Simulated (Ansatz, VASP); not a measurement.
One calculation of BiB, two programs

Contents of INCAR:

```
SYSTEM = BiB
PREC = Accurate
ENCUT = 520
EDIFF = 1E-6
ISMEAR = -1
SIGMA = 0.05
LREAL = .False.
LASPH = .True.
NELM = 150
ALGO = Normal
ISIF = 2
LWAVE = .False.
LCHARG = .False.
MAGMOM = 0 0 0 0 0 0
LORBIT = 11
LSORBIT = .True.
GGA_COMPAT = .False.
LORBMOM = .True.
GGA = PE
NBANDS = 30
```

Contents of KPOINTS:

```
regular mesh
0
Gamma
  12 12 12
  0 0 0
```

POSCAR

```
BiB
1.0
    0.0000000000      2.6380753196      2.6380753196
    2.6380753196      0.0000000000      2.6380753196
    2.6380753196      2.6380753196      0.0000000000
B Bi
1 1
Direct
    0.0000000000      0.0000000000      0.0000000000
    0.5000000000      0.5000000000      0.5000000000
```

Input for Ansatz:

```yaml
crystal:
  lattice:
    - [0.0, 2.6380753196, 2.6380753196]
    - [2.6380753196, 0.0, 2.6380753196]
    - [2.6380753196, 2.6380753196, 0.0]
  atoms:
    - { symbol: B, position: [0.0, 0.0, 0.0] }
    - { symbol: Bi, position: [0.5, 0.5, 0.5] }
kpoints:
  mp_grid: { grid: [12, 12, 12] }
  band_path:
    path:
      - [0.0, 0.0, 0.0]
      - [0.5, 0.0, 0.5]
      - [0.625, 0.25, 0.625]
      - [0.375, 0.375, 0.75]
      - [0.0, 0.0, 0.0]
      - [0.5, 0.5, 0.5]
      - [0.5, 0.25, 0.75]
      - [0.5, 0.0, 0.5]
    npoints: 5
scf:
  occupations: { method: fermi_dirac, width: 0.05 }
hamiltonian:
  xc: pbe
  pseudopotentials: { kind: all_electron, lapw: { basis_error: 0.001 } }
output:
  forces: true
  stress: true
  eigenvalues: true
magnetization:
  noncollinear: true
  spin_orbit: true
```

Alike in both runs: task single point; functional PBE; k mesh 12 × 12 × 12; occupations fermi-dirac, width 0.05 eV; non-collinear spin, spin-orbit coupling.

|  | VASP | Ansatz |
| --- | --- | --- |
| version | VASP 6.6.1 | Ansatz 0.2.0 |
| potentials or method | VASP PAW PBE potentials, release 64 (B, Bi_d), cutoff 520 eV | all-electron LAPW |

```tsv
	VASP	Ansatz	Ansatz less VASP
pressure (GPa)	0.8	0.9	+0.12
net moment per atom (μB)	0.00	0.00	0.000
```

Ansatz ran all-electron here, and VASP with PAW potentials.
